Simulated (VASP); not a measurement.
# C (Cmmm) in VASP: single point with PBEsol

Aim: the single point of C with PBEsol.

All numbers are computed with VASP 6.6.1; they aren't measurements. Logs are shortened: lines on timing, memory, paths and dates and some standing lists are left out, and cuts for length are marked.

## Step 1: The cell of the first run

The structure is orthorhombic, space group Cmmm (No. 65). Conventional cell: a = 4.230 Å, b = 8.719 Å, c = 2.500 Å, α = 90.00°, β = 90.00°, γ = 90.00°. C (site symmetry m) has 4 C at 1.52 to 1.57 Å within 2.0 Å. Within 2.0 Å of C (site symmetry m) lie 4 C at 1.52 to 1.56 Å.

## Step 2: Single point, PBEsol

Contents of INCAR:

```
  ALGO = Normal
  EDIFF = 1E-6
  ENCUT = 520
  GGA = PS
  ISIF = 2
  ISMEAR = -1
  LASPH = T
  LCHARG = F
  LREAL = F
  LWAVE = F
  NBANDS = 26
  NELM = 80
  PREC = Accurate
  SIGMA = 0.1
```

Contents of KPOINTS:

```
k-points
0
Gamma
  7 7 10
```

Contents of POSCAR:

```
C
1.0
    2.1152100000     -4.3593100000      0.0000000000
    2.1152100000      4.3593100000      0.0000000000
    0.0000000000      0.0000000000      2.4996000000
C
8
Direct
    0.6482200000      0.9813900000      0.0000000000
    0.3517800000      0.0186100000      0.0000000000
    0.0186100000      0.3517800000      0.0000000000
    0.9813900000      0.6482200000      0.0000000000
    0.4047300000      0.2263700000      0.5000000000
    0.5952700000      0.7736300000      0.5000000000
    0.7736300000      0.5952700000      0.5000000000
    0.2263700000      0.4047300000      0.5000000000
```

Potentials or basis: VASP PAW PBE potentials, release 64 (C).

Launch:

```console
$ cat potpaw_PBE.64/C/POTCAR > POTCAR
$ mpirun -np 1 vasp_std > vasp.out
```

OUTCAR:

```text
EDIFF = 1E-6
   ENCUT = 520
   GGA = PS
   ISIF = 2
   ISMEAR = -1
   LASPH = T
   LREAL = F
   NELM = 80
   PREC = Accurate

 ion  position               nearest neighbor table
   1  0.648  0.981  0.000-   6 1.52   6 1.52   2 1.55   3 1.57
   2  0.352  0.019  0.000-   5 1.52   5 1.52   1 1.55   4 1.57
   3  0.019  0.352  0.000-   8 1.52   8 1.52   4 1.55   1 1.57
   4  0.981  0.648  0.000-   7 1.52   7 1.52   3 1.55   2 1.57
   5  0.405  0.226  0.500-   2 1.52   2 1.52   8 1.56   7 1.56
   6  0.595  0.774  0.500-   1 1.52   1 1.52   7 1.56   8 1.56
   7  0.774  0.595  0.500-   4 1.52   4 1.52   6 1.56   5 1.56
   8  0.226  0.405  0.500-   3 1.52   3 1.52   5 1.56   6 1.56

  LATTYP: Found a base centered orthorhombic cell.
 ALAT       =     4.2304200000
 B/A-ratio  =     2.0609348481
 C/A-ratio  =     0.5908633185

  Lattice vectors:

 A1 = (   2.1152100000,  -4.3593100000,   0.0000000000)
 A2 = (   2.1152100000,   4.3593100000,   0.0000000000)
 A3 = (   0.0000000000,   0.0000000000,   2.4996000000)

Analysis of symmetry for initial positions (statically):
=====================================================================
 Subroutine PRICEL returns:
 Original cell was already a primitive cell.

 Routine SETGRP: Setting up the symmetry group for a
 base centered orthorhombic supercell.

 Subroutine GETGRP returns: Found  8 space group operations
 (whereof  8 operations were pure point group operations)
 out of a pool of  8 trial point group operations.

The static configuration has the point symmetry D_2h.

Analysis of symmetry for dynamics (positions and initial velocities):
=====================================================================
 Subroutine PRICEL returns:
 Original cell was already a primitive cell.

 Routine SETGRP: Setting up the symmetry group for a
 base centered orthorhombic supercell.

 Subroutine GETGRP returns: Found  8 space group operations
 (whereof  8 operations were pure point group operations)
 out of a pool of  8 trial point group operations.

The dynamic configuration has the point symmetry D_2h.

 Subroutine INISYM returns: Found  8 space group operations
 (whereof  8 operations are pure point group operations),
 and found     1 'primitive' translations

----------------------------------------------------------------------------------------

                                     Primitive cell

  volume of cell :      46.0969

  direct lattice vectors                    reciprocal lattice vectors
     2.115210000 -4.359310000  0.000000000     0.236383149 -0.114697051  0.000000000
     2.115210000  4.359310000  0.000000000     0.236383149  0.114697051  0.000000000
     0.000000000  0.000000000  2.499600000     0.000000000  0.000000000  0.400064010

  length of vectors
     4.845378935  4.845378935  2.499600000     0.262740188  0.262740188  0.400064010

  position of ions in fractional coordinates (direct lattice)
     0.648220000  0.981390000  0.000000000
     0.351780000  0.018610000  0.000000000
     0.018610000  0.351780000  0.000000000
     0.981390000  0.648220000  0.000000000
     0.404730000  0.226370000  0.500000000
     0.595270000  0.773630000  0.500000000
     0.773630000  0.595270000  0.500000000
     0.226370000  0.404730000  0.500000000

  ion indices of the primitive-cell ions
   primitive index   ion index
                 1           1
                 2           2
                 3           3
                 4           4
                 5           5
                 6           6
                 7           7
                 8           8

----------------------------------------------------------------------------------------

 KPOINTS: k-points

Automatic generation of k-mesh.
 Grid dimensions read from file:
 generate k-points for:    7    7   10

 Generating k-lattice:

  Cartesian coordinates                     Fractional coordinates (reciprocal lattice)
     0.033769021 -0.016385293  0.000000000     0.142857143  0.000000000  0.000000000
     0.033769021  0.016385293  0.000000000     0.000000000  0.142857143  0.000000000
     0.000000000  0.000000000  0.040006401     0.000000000  0.000000000  0.100000000

  Length of vectors
     0.037534313  0.037534313  0.040006401

  Shift w.r.t. Gamma in fractional coordinates (k-lattice)
     0.000000000  0.000000000  0.000000000

 Subroutine IBZKPT returns following result:
 ===========================================

 Found     96 irreducible k-points:

 Following reciprocal coordinates:
            Coordinates               Weight
  0.000000  0.000000  0.000000      1.000000
  0.142857  0.000000  0.000000      4.000000
  0.285714  0.000000  0.000000      4.000000
  0.428571 -0.000000  0.000000      4.000000
  0.142857  0.142857  0.000000      2.000000
  0.285714  0.142857  0.000000      4.000000
[... 16 lines left out ...]
  0.428571  0.142857  0.100000      8.000000
 -0.428571  0.142857  0.100000      8.000000
 [... further k-points ...]
   k-points           NKPTS =     96   k-points in BZ     NKDIM =     96   number of bands    NBANDS=     26
   number of dos      NEDOS =    301   number of ions     NIONS =      8
   total plane-waves  NPLWV =  25920
   dimension x,y,z NGX =    36 NGY =   36 NGZ =   20
   dimension x,y,z NGXF=    72 NGYF=   72 NGZF=   40
   ions per type =               8
   NGX,Y,Z   is equivalent  to a cutoff of  12.35, 12.35, 13.30 a.u.
   NGXF,Y,Z  is equivalent  to a cutoff of  24.70, 24.70, 26.60 a.u.
 SYSTEM =  unknown system
   PREC   = accura    normal or accurate (medium, high low for compatibility)
   ISTART =      0    job   : 0-new  1-cont  2-samecut
   ICHARG =      2    charge: 1-file 2-atom 10-const
   ISPIN  =      1    spin polarized calculation?
   LNONCOLLINEAR =      F non collinear calculations
   LSORBIT =      F    spin-orbit coupling
   LASPH  =      T    aspherical Exc in radial PAW
   ENCUT  =  520.0 eV  38.22 Ry    6.18 a.u.   9.01  9.01  4.65*2*pi/ulx,y,z
   NELM   =     80;   NELMIN=  2; NELMDL= -5     # of ELM steps
   EDIFF  = 0.1E-05   stopping-criterion for ELM
   LREAL  =      F    real-space projection
   EDIFFG = 0.1E-04   stopping-criterion for IOM
   NSW    =      0    number of steps for IOM
   IBRION =     -1    ionic relax: 0-MD 1-quasi-New 2-CG
   NFREE  =      0    steps in history (QN), initial steepest desc. (CG)
   ISIF   =      2    stress and relaxation
   ISYM   =      2    0-nonsym 1-usesym 2-fastsym
   POTIM  = 0.5000    time-step for ionic-motion
   TEBEG  =    0.0;   TEEND  =   0.0 temperature during run
   PSTRESS=    0.0 pullay stress
   NELECT =      32.0000    total number of electrons
   NUPDOWN=      -1.0000    fix difference up-down
   EMIN   =  10.00;   EMAX   =-10.00  energy-range for DOS
   EFERMI =   0.00;   METHOD = LEGACY
   ISMEAR =    -1;   SIGMA  =   0.10  broadening in eV -4-tet -1-fermi 0-gaus
   EFERMI_NEDOS =   21; number of points for ismear=-14 and -15
   IALGO  =     38    algorithm
   IMIX   =      4    mixing-type and parameters
     AMIX     =   0.40;   BMIX     =  1.00
     AMIX_MAG =   1.60;   BMIX_MAG =  1.00
  volume/ion in A,a.u.               =       5.76        38.88
  Fermi-wavevector in a.u.,A,eV,Ry     =   1.449553  2.739259 28.588633  2.101205
  Thomas-Fermi vector in A             =   2.567267
   LORBIT       =      0    0 simple, 1 ext, 2 COOP (PROOUT), +10 PAW based schemes
   GGA     = PS    functional components
   LHFCALC =     F    Hartree Fock is set to
   AEXX    =    0.0000 exact exchange contribution
   IVDW    =     0    specifies the selected vdW correction
   LEPSILON=     F    determine dielectric tensor
   LRPA    =     F    only Hartree local field effects (RPA)
 non-spin polarized calculation
  energy-cutoff  :      520.00
  volume of cell :       46.10
 maximum number of plane-waves:      1262
   NGX = 17   NGY = 17   NGZ =  9

 number of electron      32.0000003 magnetization

 Free energy of the ion-electron system (eV)
  ---------------------------------------------------
  ext. energy  EPLUGINS =         0.00000000
  ---------------------------------------------------
  free energy    TOTEN  =       -75.91637979 eV

  energy without entropy =      -75.91637979  energy(sigma->0) =      -75.91637979

 E-fermi :  11.1572     XC(G=0): -13.2981

 val. band max:        9.5378294390   @ k =  -0.4286   0.4286   0.0000
 cond. band min:      12.7757442983   @ k =  -0.4286   0.4286   0.3000
 fundamental gap:      3.2379148593
 Fermi energy:        11.1571898597

 k-point     1 :       0.0000    0.0000    0.0000
  band No.  band energies     occupation
      1     -12.0448      2.00000
      2      -6.7799      2.00000
      3      -5.7543      2.00000
      4      -5.3806      2.00000
      5      -4.8019      2.00000
      6      -2.6716      2.00000
[... 18 lines left out ...]
     25      19.4875      0.00000
     26      19.9299      0.00000

 k-point     2 :       0.1429    0.0000    0.0000
  band No.  band energies     occupation
      1     -11.8860      2.00000
      2      -7.0859      2.00000
      3      -6.4277      2.00000
      4      -5.7338      2.00000
      5      -4.4269      2.00000
      6      -1.7401      2.00000
[... 18 lines left out ...]
     25      19.3224      0.00000
     26      21.0114      0.00000

 k-point     3 :       0.2857    0.0000    0.0000
  band No.  band energies     occupation
      1     -11.4171      2.00000
      2      -8.0854      2.00000
      3      -7.2384      2.00000
      4      -6.1776      2.00000
      5      -3.3629      2.00000
      6      -0.0967      2.00000
[... 18 lines left out ...]
     25      20.3267      0.00000
     26      20.7145      0.00000

 k-point     4 :       0.4286   -0.0000    0.0000
  band No.  band energies     occupation
      1     -10.7019      2.00000
      2      -9.3246      2.00000
      3      -7.4405      2.00000
      4      -6.5057      2.00000
      5      -1.9542      2.00000
      6       0.0699      2.00000
[... 18 lines left out ...]
     25      19.0557      0.00000
     26      20.1105      0.00000

 k-point     5 :       0.1429    0.1429    0.0000
  band No.  band energies     occupation
      1     -11.5376      2.00000
      2      -7.4017      2.00000
      3      -7.2987      2.00000
      4      -6.2838      2.00000
      5      -4.2240      2.00000
      6       0.1792      2.00000
[... 18 lines left out ...]
     25      20.4604      0.00000
     26      20.5018      0.00000

 k-point     6 :       0.2857    0.1429    0.0000
  band No.  band energies     occupation
      1     -10.9056      2.00000
      2      -8.7762      2.00000
      3      -7.9550      2.00000
      4      -5.9033      2.00000
      5      -3.3147      2.00000
      6       1.6581      2.00000
[... 427 lines left out ...]
 k-point    21 :       0.1429    0.1429    0.1000
  band No.  band energies     occupation
      1     -11.3533      2.00000
      2      -7.2250      2.00000
      3      -7.1359      2.00000
      4      -6.1125      2.00000
      5      -4.0835      2.00000
      6       0.3193      2.00000
[... 18 lines left out ...]
     25      19.9486      0.00000
     26      20.6983      0.00000

 k-point    22 :       0.2857    0.1429    0.1000
  band No.  band energies     occupation
      1     -10.7236      2.00000
      2      -8.5969      2.00000
      3      -7.7825      2.00000
      4      -5.7321      2.00000
      5      -3.1855      2.00000
      6       1.6758      2.00000
[... 18 lines left out ...]
     25      19.9430      0.00000
     26      20.4043      0.00000

 k-point    23 :       0.4286    0.1429    0.1000
  band No.  band energies     occupation
      1     -10.2045      2.00000
      2      -9.3836      2.00000
      3      -8.0922      2.00000
      4      -5.4196      2.00000
      5      -1.7932      2.00000
      6       0.0013      2.00000
[... 18 lines left out ...]
     25      19.5213      0.00000
     26      20.4900      0.00000

 k-point    24 :      -0.4286    0.1429    0.1000
  band No.  band energies     occupation
      1     -10.8753      2.00000
      2      -8.6514      2.00000
      3      -7.8699      2.00000
      4      -4.9740      2.00000
      5      -1.9846      2.00000
      6       0.0329      2.00000
[... 18 lines left out ...]
     25      19.7430      0.00000
     26      19.8735      0.00000

 [... further k-points ...]

------------------------ aborting loop because EDIFF is reached ----------------------------------------

  FORCE on cell =-STRESS in cart. coord.  units (eV):
  Direction    XX          YY          ZZ          XY          YZ          ZX
  --------------------------------------------------------------------------------------
  -------------------------------------------------------------------------------------
  Total        0.5060619      0.4419759      0.5426774      0.0000000      0.0000000      0.0000000
  in kB       17.5890536     15.3616339     18.8616892      0.0000000      0.0000000      0.0000000
  external PRESSURE =      17.2707922 kB  Pullay stress =       0.0000000 kB

 VOLUME and BASIS-vectors are now :
 -----------------------------------------------------------------------------
  energy-cutoff  :      520.00
  volume of cell :       46.10
      direct lattice vectors                 reciprocal lattice vectors
     2.115210000 -4.359310000  0.000000000     0.236383149 -0.114697051  0.000000000
     2.115210000  4.359310000  0.000000000     0.236383149  0.114697051  0.000000000
     0.000000000  0.000000000  2.499600000     0.000000000  0.000000000  0.400064010

 POSITION                                       TOTAL-FORCE (eV/Angst)
 -----------------------------------------------------------------------------------
      3.44697      1.45239      0.00000         0.033502      0.024482     -0.000000
      0.78345     -1.45239      0.00000        -0.033502     -0.024482      0.000000
      0.78345      1.45239      0.00000        -0.033502      0.024482      0.000000
      3.44697     -1.45239      0.00000         0.033502     -0.024482      0.000000
      1.33491     -0.77753      1.24980        -0.053603     -0.022095      0.000000
      2.89551      0.77753      1.24980         0.053603      0.022095      0.000000
      2.89551     -0.77753      1.24980         0.053603     -0.022095      0.000000
      1.33491      0.77753      1.24980        -0.053603      0.022095      0.000000
 -----------------------------------------------------------------------------------
    total drift:                                0.000000      0.000000     -0.000000

  FREE ENERGIE OF THE ION-ELECTRON SYSTEM (eV)
  ---------------------------------------------------
  free  energy   TOTEN  =       -75.9163797927 eV

  energy  without entropy=      -75.9163797867  energy(sigma->0) =      -75.91637979
```

Wall time 81 s (1 thread of Intel Xeon Platinum 8488C (Sapphire Rapids), shared host); peak memory 0.2 GiB.

What came out:

* Free energy: -75.9164 eV
* Pressure: 1.7 GPa
* Largest force: 0.058 eV/Å
* Band gap on the k mesh: 3.24 eV, indirect (least direct gap 4.83 eV)

Forces on the atoms (eV/Å):
```
C    0.034  0.024  0.000
C   -0.034 -0.024  0.000
C   -0.034  0.024  0.000
C    0.034 -0.024  0.000
C   -0.054 -0.022  0.000
C    0.054  0.022  0.000
C    0.054 -0.022  0.000
C   -0.054  0.022  0.000
```

Caveat: the PAW data sets were made with another functional, which shifts forces and pressure a little. As with any semilocal functional, this PBEsol gap is likely too small.
